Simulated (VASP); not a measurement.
A run of VASP 6.6.1 is set up as follows.

INCAR

```
ALGO     = Normal         # electronic algorithm
EDIFF    = 1E-6           # SCF threshold, eV
EDIFFG   = -0.01          # ionic threshold
ENCUT    = 600            # plane-wave cutoff, eV
GGA      = PE             # functional
IBRION   = 2              # ionic algorithm
ISIF     = 3              # what is computed and relaxed
ISMEAR   = 0              # smearing method
LASPH    = T              # aspherical terms in the spheres
LCHARG   = F              # write CHGCAR
LREAL    = F              # projectors in reciprocal space
LWAVE    = F              # write WAVECAR
NELM     = 60             # most SCF steps
NSW      = 100            # ionic steps
PREC     = Accurate       # precision mode
SIGMA    = 0.1            # smearing width, eV
```

File KPOINTS:

```
k-points
0
Gamma
  18 18 12
```

Contents of POSCAR:

```
B
1.0
    2.9895311760      0.0000000000      0.0000000000
   -1.4947655880      2.5890099438      0.0000000000
    0.0000000000      0.0000000000      4.0995748900
B
4
Direct
    0.0000000000      0.0000000000      0.2500000000
    0.0000000000      0.0000000000      0.7500000000
    0.3333333333      0.6666666667      0.7500000000
    0.6666666667      0.3333333333      0.2500000000
```

Potentials or basis: VASP PAW PBE potentials, release 64 (B).

Command:

```sh
$ cat potpaw_PBE.64/B/POTCAR > POTCAR
$ mpirun -np 1 vasp_std > vasp.out
```

(1) Estimate the relaxed cell.

(2) Predict the relaxed volume.

## Answers

(1) a = 2.995 Å, b = 2.995 Å, c = 4.031 Å, α = 90.00°, β = 90.00°, γ = 120.00°.

(2) 7.83 Å³/atom.
